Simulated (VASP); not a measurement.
# LuH2 in VASP: further runs

Runs on LuH2. Level: LDA. Tasks: single point.

All numbers are computed with VASP 6.6.1; they aren't measurements. Logs are shortened: lines on timing, memory, paths and dates and some standing lists are left out, and cuts for length are marked.

## (1) The cell of the first run

It takes space group Fm-3m (No. 225, cubic). Conventional cell: a = 5.132 Å, b = 5.132 Å, c = 5.132 Å, α = 90.00°, β = 90.00°, γ = 90.00°. Lu (site symmetry m-3m) has 8 H at 2.22 Å within 2.9 Å. Within 2.9 Å of H (site symmetry -43m) lie 4 Lu at 2.22 Å and 6 H at 2.57 Å.

## (2) Single point, LDA (volume scaled by 1.06)

File INCAR:

```
SYSTEM = LuH2
ALGO = Normal
EDIFF = 1E-6
ENCUT = 520
GGA = CA
ISIF = 2
ISMEAR = -1
LASPH = .TRUE.
LCHARG = .TRUE.
LELF = .TRUE.
LREAL = .FALSE.
LVHAR = .TRUE.
LWAVE = .FALSE.
NBANDS = 20
NELM = 100
PREC = Accurate
SIGMA = 0.02
```

File KPOINTS:

```
k-points
0
G
  8 8 8
  0 0 0
```

File POSCAR:

```
LuH2
1.0
    0.0000000000      2.5658556676      2.5658556676
    2.5658556676      0.0000000000      2.5658556676
    2.5658556676      2.5658556676      0.0000000000
Lu H
1 2
Direct
    0.0000000000      0.0000000000      0.0000000000
    0.2500000000      0.2500000000      0.2500000000
    0.7500000000      0.7500000000      0.7500000000
```

Potentials or basis: VASP PAW PBE potentials, release 64 (Lu, H).

Run with:

```sh
$ cat potpaw_PBE.64/Lu/POTCAR potpaw_PBE.64/H/POTCAR > POTCAR
$ mpirun -np 1 vasp_std > vasp.out
```

OUTCAR:

```text
SYSTEM = LuH2
   EDIFF = 1E-6
   ENCUT = 520
   GGA = CA
   ISIF = 2
   ISMEAR = -1
   LASPH = .TRUE.
   LREAL = .FALSE.
   NELM = 100
   PREC = Accurate

 ion  position               nearest neighbor table
   1  0.000  0.000  0.000-   3 2.22   3 2.22   3 2.22   2 2.22   3 2.22   2 2.22   2 2.22   2 2.22

   2  0.250  0.250  0.250-   1 2.22   1 2.22   1 2.22   1 2.22
   3  0.750  0.750  0.750-   1 2.22   1 2.22   1 2.22   1 2.22

  LATTYP: Found a face centered cubic cell.
 ALAT       =     5.1317113352

  Lattice vectors:

 A1 = (   0.0000000000,   2.5658556676,   2.5658556676)
 A2 = (   2.5658556676,   0.0000000000,   2.5658556676)
 A3 = (   2.5658556676,   2.5658556676,   0.0000000000)

Analysis of symmetry for initial positions (statically):
=====================================================================
 Subroutine PRICEL returns:
 Original cell was already a primitive cell.

 Routine SETGRP: Setting up the symmetry group for a
 face centered cubic supercell.

 Subroutine GETGRP returns: Found 48 space group operations
 (whereof 48 operations were pure point group operations)
 out of a pool of 48 trial point group operations.

The static configuration has the point symmetry O_h .

Analysis of symmetry for dynamics (positions and initial velocities):
=====================================================================
 Subroutine PRICEL returns:
 Original cell was already a primitive cell.

 Routine SETGRP: Setting up the symmetry group for a
 face centered cubic supercell.

 Subroutine GETGRP returns: Found 48 space group operations
 (whereof 48 operations were pure point group operations)
 out of a pool of 48 trial point group operations.

The dynamic configuration has the point symmetry O_h .

 Subroutine INISYM returns: Found 48 space group operations
 (whereof 48 operations are pure point group operations),
 and found     1 'primitive' translations

----------------------------------------------------------------------------------------

                                     Primitive cell

  volume of cell :      33.7852

  direct lattice vectors                    reciprocal lattice vectors
     0.000000000  2.565855668  2.565855668    -0.194866768  0.194866768  0.194866768
     2.565855668  0.000000000  2.565855668     0.194866768 -0.194866768  0.194866768
     2.565855668  2.565855668  0.000000000     0.194866768  0.194866768 -0.194866768

  length of vectors
     3.628667884  3.628667884  3.628667884     0.337519142  0.337519142  0.337519142

  position of ions in fractional coordinates (direct lattice)
     0.000000000  0.000000000  0.000000000
     0.250000000  0.250000000  0.250000000
     0.750000000  0.750000000  0.750000000

  ion indices of the primitive-cell ions
   primitive index   ion index
                 1           1
                 2           2
                 3           3

----------------------------------------------------------------------------------------

 KPOINTS: k-points

Automatic generation of k-mesh.
 Grid dimensions read from file:
 generate k-points for:    8    8    8

 Generating k-lattice:

  Cartesian coordinates                     Fractional coordinates (reciprocal lattice)
    -0.024358346  0.024358346  0.024358346     0.125000000  0.000000000  0.000000000
     0.024358346 -0.024358346  0.024358346     0.000000000  0.125000000  0.000000000
     0.024358346  0.024358346 -0.024358346     0.000000000  0.000000000  0.125000000

  Length of vectors
     0.042189893  0.042189893  0.042189893

  Shift w.r.t. Gamma in fractional coordinates (k-lattice)
     0.000000000  0.000000000  0.000000000

 Subroutine IBZKPT returns following result:
 ===========================================

 Found     29 irreducible k-points:

 Following reciprocal coordinates:
            Coordinates               Weight
  0.000000  0.000000  0.000000      1.000000
  0.125000  0.000000  0.000000      8.000000
  0.250000  0.000000  0.000000      8.000000
  0.375000  0.000000  0.000000      8.000000
  0.500000  0.000000  0.000000      4.000000
  0.125000  0.125000  0.000000      6.000000
[... 16 lines left out ...]
  0.500000  0.250000  0.125000     48.000000
 -0.375000  0.250000  0.125000     24.000000
 [... further k-points ...]
   k-points           NKPTS =     29   k-points in BZ     NKDIM =     29   number of bands    NBANDS=     20
   number of dos      NEDOS =    301   number of ions     NIONS =      3
   total plane-waves  NPLWV =  21952
   dimension x,y,z NGX =    28 NGY =   28 NGZ =   28
   dimension x,y,z NGXF=    56 NGYF=   56 NGZF=   56
   ions per type =               1   2
   NGX,Y,Z   is equivalent  to a cutoff of  12.83, 12.83, 12.83 a.u.
   NGXF,Y,Z  is equivalent  to a cutoff of  25.66, 25.66, 25.66 a.u.
 SYSTEM =  LuH2
   PREC   = accura    normal or accurate (medium, high low for compatibility)
   ISTART =      0    job   : 0-new  1-cont  2-samecut
   ICHARG =      2    charge: 1-file 2-atom 10-const
   ISPIN  =      1    spin polarized calculation?
   LNONCOLLINEAR =      F non collinear calculations
   LSORBIT =      F    spin-orbit coupling
   LASPH  =      T    aspherical Exc in radial PAW
   ENCUT  =  520.0 eV  38.22 Ry    6.18 a.u.   6.75  6.75  6.75*2*pi/ulx,y,z
   NELM   =    100;   NELMIN=  2; NELMDL= -5     # of ELM steps
   EDIFF  = 0.1E-05   stopping-criterion for ELM
   LREAL  =      F    real-space projection
   EDIFFG = 0.1E-04   stopping-criterion for IOM
   NSW    =      0    number of steps for IOM
   IBRION =     -1    ionic relax: 0-MD 1-quasi-New 2-CG
   NFREE  =      0    steps in history (QN), initial steepest desc. (CG)
   ISIF   =      2    stress and relaxation
   ISYM   =      2    0-nonsym 1-usesym 2-fastsym
   POTIM  = 0.5000    time-step for ionic-motion
   TEBEG  =    0.0;   TEEND  =   0.0 temperature during run
   PSTRESS=    0.0 pullay stress
   NELECT =      27.0000    total number of electrons
   NUPDOWN=      -1.0000    fix difference up-down
   EMIN   =  10.00;   EMAX   =-10.00  energy-range for DOS
   EFERMI =   0.00;   METHOD = LEGACY
   ISMEAR =    -1;   SIGMA  =   0.02  broadening in eV -4-tet -1-fermi 0-gaus
   EFERMI_NEDOS =   21; number of points for ismear=-14 and -15
   IALGO  =     38    algorithm
   IMIX   =      4    mixing-type and parameters
     AMIX     =   0.40;   BMIX     =  1.00
     AMIX_MAG =   1.60;   BMIX_MAG =  1.00
  volume/ion in A,a.u.               =      11.26        76.00
  Fermi-wavevector in a.u.,A,eV,Ry     =   1.519220  2.870909 31.402627  2.308028
  Thomas-Fermi vector in A             =   2.628235
   LORBIT       =      0    0 simple, 1 ext, 2 COOP (PROOUT), +10 PAW based schemes
   GGA     = CA    functional components
   LHFCALC =     F    Hartree Fock is set to
   AEXX    =    0.0000 exact exchange contribution
   IVDW    =     0    specifies the selected vdW correction
   LEPSILON=     F    determine dielectric tensor
   LRPA    =     F    only Hartree local field effects (RPA)
 non-spin polarized calculation
  energy-cutoff  :      520.00
  volume of cell :       33.79
 maximum number of plane-waves:       941
   NGX = 13   NGY = 13   NGZ = 13

 number of electron      27.0000001 magnetization

 Free energy of the ion-electron system (eV)
  ---------------------------------------------------
  ext. energy  EPLUGINS =         0.00000000
  ---------------------------------------------------
  free energy    TOTEN  =       -13.91975355 eV

  energy without entropy =      -13.91645849  energy(sigma->0) =      -13.91810602

 E-fermi :   2.2181     XC(G=0): -11.1011

 val. band max:        2.2113646988   @ k =   0.3750   0.2500   0.0000
 cond. band min:       2.2423266330   @ k =   0.5000   0.2500   0.1250
 fundamental gap:      0.0309619341
 Fermi energy:         2.2180735721

 k-point     1 :       0.0000    0.0000    0.0000
  band No.  band energies     occupation
      1     -53.8863      2.00000
      2     -24.6098      2.00000
      3     -24.6098      2.00000
      4     -24.6098      2.00000
      5      -6.8283      2.00000
      6      -3.2278      2.00000
[... 12 lines left out ...]
     19      11.9383      0.00000
     20      14.1269      0.00000

 k-point     2 :       0.1250    0.0000    0.0000
  band No.  band energies     occupation
      1     -53.8839      2.00000
      2     -24.6651      2.00000
      3     -24.6167      2.00000
      4     -24.6167      2.00000
      5      -6.4919      2.00000
      6      -3.2243      2.00000
[... 12 lines left out ...]
     19      10.7555      0.00000
     20      14.7219      0.00000

 k-point     3 :       0.2500    0.0000    0.0000
  band No.  band energies     occupation
      1     -53.8779      2.00000
      2     -24.7956      2.00000
      3     -24.6335      2.00000
      4     -24.6335      2.00000
      5      -5.6133      2.00000
      6      -3.2119      2.00000
[... 12 lines left out ...]
     19      10.0389      0.00000
     20      12.0102      0.00000

 k-point     4 :       0.3750    0.0000    0.0000
  band No.  band energies     occupation
      1     -53.8720      2.00000
      2     -24.9219      2.00000
      3     -24.6501      2.00000
      4     -24.6501      2.00000
      5      -4.6357      2.00000
      6      -3.1936      2.00000
[... 12 lines left out ...]
     19       9.1559      0.00000
     20      11.6123      0.00000

 k-point     5 :       0.5000    0.0000    0.0000
  band No.  band energies     occupation
      1     -53.8695      2.00000
      2     -24.9731      2.00000
      3     -24.6570      2.00000
      4     -24.6570      2.00000
      5      -4.2216      2.00000
      6      -3.1873      2.00000
[... 12 lines left out ...]
     19       7.9748      0.00000
     20      12.8301      0.00000

 k-point     6 :       0.1250    0.1250    0.0000
  band No.  band energies     occupation
      1     -53.8831      2.00000
      2     -24.6655      2.00000
      3     -24.6279      2.00000
      4     -24.6279      2.00000
      5      -6.3751      2.00000
      6      -3.2229      2.00000
[... 12 lines left out ...]
     19      10.9867      0.00000
     20      14.3819      0.00000

 k-point     7 :       0.2500    0.1250    0.0000
  band No.  band energies     occupation
      1     -53.8783      2.00000
      2     -24.7619      2.00000
      3     -24.6477      2.00000
      4     -24.6437      2.00000
      5      -5.6568      2.00000
      6      -3.2126      2.00000
[... 12 lines left out ...]
     19      10.4584      0.00000
     20      12.6710      0.00000
[... 277 lines left out ...]
 k-point    20 :      -0.3750    0.3750    0.0000
  band No.  band energies     occupation
      1     -53.8644      2.00000
      2     -24.9009      2.00000
      3     -24.8145      2.00000
      4     -24.7079      2.00000
      5      -3.1370      2.00000
      6      -3.1240      2.00000
[... 12 lines left out ...]
     19      10.1483      0.00000
     20      11.4130      0.00000

 k-point    21 :       0.5000    0.5000    0.0000
  band No.  band energies     occupation
      1     -53.8640      2.00000
      2     -24.9655      2.00000
      3     -24.7330      2.00000
      4     -24.7330      2.00000
      5      -3.1455      2.00000
      6      -2.9838      2.00000
[... 12 lines left out ...]
     19       8.3381      0.00000
     20       8.5892      0.00000

 k-point    22 :       0.3750    0.2500    0.1250
  band No.  band energies     occupation
      1     -53.8735      2.00000
      2     -24.8296      2.00000
      3     -24.6982      2.00000
      4     -24.6551      2.00000
      5      -4.8359      2.00000
      6      -3.1952      2.00000
[... 12 lines left out ...]
     19      10.0216      0.00000
     20      11.1526      0.00000

 k-point    23 :       0.5000    0.2500    0.1250
  band No.  band energies     occupation
      1     -53.8687      2.00000
      2     -24.8956      2.00000
      3     -24.7404      2.00000
      4     -24.6748      2.00000
      5      -3.9051      2.00000
      6      -3.1681      2.00000
[... 12 lines left out ...]
     19      10.0338      0.00000
     20      10.9716      0.00000

 k-point    24 :      -0.3750    0.2500    0.1250
  band No.  band energies     occupation
      1     -53.8667      2.00000
      2     -24.9233      2.00000
      3     -24.7549      2.00000
      4     -24.6851      2.00000
      5      -3.5325      2.00000
      6      -3.1611      2.00000
[... 12 lines left out ...]
     19      10.0830      0.00000
     20      10.9219      0.00000

 [... further k-points ...]
[... 5 lines left out ...]
  --------------------------------------------------------------------------------------
  -------------------------------------------------------------------------------------
  Total       -2.2088794     -2.2088794     -2.2088794     -0.0000000     -0.0000000      0.0000000
  in kB     -104.7504573   -104.7504573   -104.7504573     -0.0000000     -0.0000000      0.0000000
  external PRESSURE =    -104.7504573 kB  Pullay stress =       0.0000000 kB

 VOLUME and BASIS-vectors are now :
 -----------------------------------------------------------------------------
  energy-cutoff  :      520.00
  volume of cell :       33.79
      direct lattice vectors                 reciprocal lattice vectors
     0.000000000  2.565855668  2.565855668    -0.194866768  0.194866768  0.194866768
     2.565855668  0.000000000  2.565855668     0.194866768 -0.194866768  0.194866768
     2.565855668  2.565855668  0.000000000     0.194866768  0.194866768 -0.194866768

 POSITION                                       TOTAL-FORCE (eV/Angst)
 -----------------------------------------------------------------------------------
      0.00000      0.00000      0.00000         0.000000     -0.000000     -0.000000
      1.28293      1.28293      1.28293        -0.000000     -0.000000      0.000000
      3.84878      3.84878      3.84878         0.000000      0.000000     -0.000000
 -----------------------------------------------------------------------------------
    total drift:                               -0.000000     -0.000000      0.000000

  FREE ENERGIE OF THE ION-ELECTRON SYSTEM (eV)
  ---------------------------------------------------
  free  energy   TOTEN  =       -13.9197535478 eV

  energy  without entropy=      -13.9164584898  energy(sigma->0) =      -13.91810602
```

Wall time 9.8 s (1 thread of Intel Xeon 6975P-C (Granite Rapids), shared host); peak memory 0.16 GiB.

Results:

| Item | Value |
| --- | --- |
| Free energy | -13.9198 eV |
| Pressure | -10.5 GPa |

Levels at points of the mesh, in eV from the Fermi level:
| k point | band 10 | band 11 | band 12 | band 13 | band 14 | band 15 | band 16 | band 17 |
| --- | --- | --- | --- | --- | --- | --- | --- | --- |
| (0.00, 0.00, 0.00) | -5.14 | -5.14 | -5.14 | -0.54 | 1.19 | 1.19 | 1.19 | 3.81 |
| (0.50, 0.00, 0.00) | -5.16 | -5.16 | -5.14 | -3.94 | 1.27 | 1.27 | 4.80 | 5.21 |
| (0.50, 0.50, 0.00) | -5.16 | -5.16 | -5.13 | -4.04 | -2.27 | 5.40 | 5.47 | 5.47 |

Caveat: the PAW data sets were made with another functional, which shifts forces and pressure a little; spin-orbit coupling is left out, which moves the levels of the heavy elements.

## (3) Single point, LDA (zz strain of +1 %)

File INCAR:

```
SYSTEM = LuH2
  ALGO = Normal
  EDIFF = 1E-6
  ENCUT = 520
  GGA = CA
  ISIF = 2
  ISMEAR = -1
  LASPH = .TRUE.
  LCHARG = .FALSE.
  LREAL = .FALSE.
  LWAVE = .FALSE.
  NBANDS = 20
  NELM = 80
  PREC = Accurate
  SIGMA = 0.02
```

KPOINTS is that of step 2.

File POSCAR:

```
LuH2
1.0
    0.0000000000      2.5165000000      2.5416650000
    2.5165000000      0.0000000000      2.5416650000
    2.5165000000      2.5165000000      0.0000000000
Lu H
1 2
Direct
    0.0000000000      0.0000000000      0.0000000000
    0.2500000000      0.2500000000      0.2500000000
    0.7500000000      0.7500000000      0.7500000000
```

Potentials or basis: VASP PAW PBE potentials, release 64 (Lu, H).

Run with:

```sh
$ cat potpaw_PBE.64/Lu/POTCAR potpaw_PBE.64/H/POTCAR > POTCAR
$ mpirun -np 1 vasp_std > vasp.out
```

It took 18 s on 1 thread of Intel Xeon 6975P-C (Granite Rapids), shared host; peak memory 0.17 GiB.

The run converged. Its results:

* Free energy: -14.0053 eV
* Pressure: -7.0 GPa

Stress tensor (GPa, compression positive):
```
-7.10  0.00  0.00
 0.00 -7.10  0.00
 0.00  0.00 -6.90
```

Levels at points of the mesh, in eV from the Fermi level:
```csv
k point,band 10,band 11,band 12,band 13,band 14,band 15,band 16,band 17,band 18,band 19
"(0.00, 0.00, 0.00)",-4.99,-4.99,-4.99,-0.42,1.20,1.27,1.27,3.94,4.07,10.08
"(0.50, 0.00, 0.00)",-5.01,-5.00,-4.99,-3.85,1.28,1.38,4.96,5.48,5.54,6.21
"(0.50, 0.50, 0.00)",-5.02,-5.01,-5.01,-3.98,-2.37,5.71,5.79,5.79,6.52,6.52
"(0.50, 0.00, 0.50)",-5.02,-5.01,-5.01,-3.90,-2.34,5.70,5.74,5.85,6.39,6.45
```

Caveat: the cell differs from its parent crystal (zz strain of +1 %); the PAW data sets were made with another functional, which shifts forces and pressure a little; spin-orbit coupling is left out, which moves the levels of the heavy elements.

## (4) Single point, LDA (zz strain of +2 %)

File INCAR:

```
PREC     = Accurate       # precision mode
ENCUT    = 520            # plane-wave cutoff, eV
EDIFF    = 1E-6           # SCF threshold, eV
ISMEAR   = -1             # smearing method
SIGMA    = 0.02           # smearing width, eV
LREAL    = F              # projectors in reciprocal space
LASPH    = T              # aspherical terms in the spheres
NELM     = 80             # most SCF steps
ALGO     = Normal         # electronic algorithm
ISIF     = 2              # what is computed and relaxed
LWAVE    = F              # write WAVECAR
LCHARG   = T              # write CHGCAR
GGA      = CA             # functional
LELF     = T              # ELF
LVHAR    = T            
NBANDS   = 20             # bands
```

File KPOINTS:

```
Automatic mesh
0
Gamma
  8 8 8
```

File POSCAR:

```
LuH2
1.0
    0.0000000000      2.5165000000      2.5668300000
    2.5165000000      0.0000000000      2.5668300000
    2.5165000000      2.5165000000      0.0000000000
Lu H
1 2
Direct
    0.0000000000      0.0000000000      0.0000000000
    0.2500000000      0.2500000000      0.2500000000
    0.7500000000      0.7500000000      0.7500000000
```

Run with:

```sh
$ cat potpaw_PBE.64/Lu/POTCAR potpaw_PBE.64/H/POTCAR > POTCAR
$ mpirun -np 1 vasp_std > vasp.out
```

It took 19 s on 1 thread of Intel Xeon 6975P-C (Granite Rapids), shared host; peak memory 0.17 GiB.

It converged, with:

```
Free energy : -13.9910 eV
Pressure    : -7.8 GPa
```

Stress tensor (GPa, compression positive):
```
-7.71  0.00  0.00
 0.00 -7.71  0.00
 0.00  0.00 -7.87
```

Levels at points of the mesh, in eV from the Fermi level:
| k point | band 11 | band 12 | band 13 | band 14 | band 15 | band 16 | band 17 | band 18 |
| --- | --- | --- | --- | --- | --- | --- | --- | --- |
| (0.00, 0.00, 0.00) | -5.02 | -5.02 | -0.44 | 1.15 | 1.28 | 1.28 | 3.83 | 4.09 |
| (0.50, 0.00, 0.00) | -5.03 | -5.02 | -3.87 | 1.22 | 1.41 | 4.92 | 5.39 | 5.49 |
| (0.50, 0.50, 0.00) | -5.05 | -5.05 | -4.06 | -2.38 | 5.66 | 5.73 | 5.73 | 6.51 |
| (0.50, 0.00, 0.50) | -5.05 | -5.04 | -3.90 | -2.31 | 5.61 | 5.61 | 5.84 | 6.26 |

Caveat: the cell differs from its parent crystal (zz strain of +2 %); the PAW data sets were made with another functional, which shifts forces and pressure a little; spin-orbit coupling is left out, which moves the levels of the heavy elements.

(Continued in part 2 of 2.)
